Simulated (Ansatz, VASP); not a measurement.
**Ir in VASP and in Ansatz**

POSCAR

```
Ir
1.0
    0.0000000000      1.9027432368      1.9027432368
    1.9027432368      0.0000000000      1.9027432368
    1.9027432368      1.9027432368      0.0000000000
Ir
1
Direct
    0.0000000000      0.0000000000      0.0000000000
```

The input INCAR.step1:

```
  ALGO = Normal
  EDIFF = 1E-5
  ENCUT = 520
  GGA = PE
  ISIF = 2
  ISMEAR = -1
  LASPH = T
  LREAL = F
  LWAVE = T
  NBANDS = 10
  NELM = 100
  PREC = Accurate
  SIGMA = 0.05
```

The input INCAR.step2:

```
  ALGO = Normal
  EDIFF = 1E-7
  ENCUT = 520
  GGA = PE
  HFSCREEN = 0.2079
  ISIF = 2
  ISMEAR = -1
  ISTART = 1
  LASPH = T
  LCHARG = T
  LELF = T
  LHFCALC = T
  LREAL = F
  LVHAR = T
  LWAVE = F
  NBANDS = 10
  NELM = 100
  PREC = Accurate
  PRECFOCK = Normal
  SIGMA = 0.05
```

KPOINTS

```
k-points
0
Gamma
  8 8 8
```

File input:

```
crystal:
  lattice:
    - [0.0, 1.9027432368, 1.9027432368]
    - [1.9027432368, 0.0, 1.9027432368]
    - [1.9027432368, 1.9027432368, 0.0]
  atoms:
    - { symbol: Ir, position: [0.0, 0.0, 0.0] }
hamiltonian:
  xc: hse06
  pseudopotentials: { kind: paw }
kpoints:
  mp_grid: { grid: [8, 8, 8] }
scf:
  occupations: { method: fermi_dirac, width: 0.05 }
output:
  forces: true
  stress: true
  eigenvalues: true
```

Alike in both runs: task single point; functional HSE06; k mesh 8 × 8 × 8; occupations fermi-dirac, width 0.05 eV; no spin polarisation.

|  | VASP | Ansatz |
| --- | --- | --- |
| version | VASP 6.6.1 | Ansatz 0.2.0 |
| potentials or method | VASP PAW PBE potentials, release 64 (Ir) | Ansatz PAW |
| plane-wave cutoff (eV) | 520 | 420 |
| valence electrons in the cell | 9 | 17 |

Ansatz gave:

```
gap on the k mesh at the Fermi level (eV) : none
pressure (GPa)                            : 7.6
```

Question: Estimate VASP's values.

Answer: gap on the k mesh at the Fermi level (eV): none; pressure (GPa): 10.4.

A gap of «none» marks a metal or a gap that the smearing closes. VASP's potentials hold 9 valence electrons a cell and Ansatz's 17, so a difference there can come from the potentials and not from the codes.

Neither program's run includes spin-orbit coupling.
